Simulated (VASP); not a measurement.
Write the native input for VASP 6.6.1 that does the following.

| Property | Result |
| --- | --- |
| Task | single point |
| Functional | PBEsol |
| Potentials or basis | VASP PAW PBE potentials, release 64 (Ti_sv, Ni) |
| Cutoff | 550 eV |
| k mesh | 18 × 18 × 14 |
| Occupations | gaussian, width 0.15 eV |
| Spin | no spin polarisation |
| Dipole correction | no |
| Second try | not_converged |
| Further INCAR settings | ALGO = All; EDIFF = 1e-06; NBANDS = 18 |

The structure of TiNi lies in POSCAR:

```
TiNi
1.0
    2.8725931500      0.0000000000      0.0000000000
    0.0000000000      2.8725931500      0.0000000000
    0.0000000000      0.0000000000      3.5814100000
Ti Ni
1 1
Direct
    0.5000000000      0.5000000000      0.5000000000
    0.0000000000      0.0000000000      0.0000000000
```

This cell differs from its parent crystal: strain +0.050 along x and y, +0.000 along z.

One way to write it, as run:

INCAR

```
SYSTEM = TiNi
  PREC = Accurate
  ENCUT = 550
  EDIFF = 1E-6
  ISMEAR = 0
  SIGMA = 0.15
  LREAL = .FALSE.
  LASPH = .TRUE.
  NELM = 300
  ALGO = All
  ISIF = 2
  LWAVE = .FALSE.
  LCHARG = .FALSE.
  GGA = PS
  NBANDS = 18
  GGA_COMPAT = .FALSE.
  ISEARCH = 1
  KPAR = 4
```

KPOINTS

```
Automatic mesh
0
G
  18 18 14
  0 0 0
```

Potentials or basis: VASP PAW PBE potentials, release 64 (Ti_sv, Ni).

Command:

```console
$ cat potpaw_PBE.64/Ti_sv/POTCAR potpaw_PBE.64/Ni/POTCAR > POTCAR
$ mpirun -np 4 vasp_std > vasp.out
```

Results of the run:

```json
{
  "Pressure": "-17.1 GPa",
  "Band gap on the k mesh": "zero (bands 11 and 12 overlap by 2.52 eV)"
}
```

Caveat: the cell differs from its parent crystal (strain +0.050 along x and y, +0.000 along z); the cell stands under tension; the PAW data sets were made with another functional, which shifts forces and pressure a little.

It took 73 s on 4 MPI ranks on Intel(R) Xeon(R) Platinum 8259CL CPU @ 2.50GHz (Skylake/Cascade Lake), on a shared host, peak memory 0.58 GiB a rank.
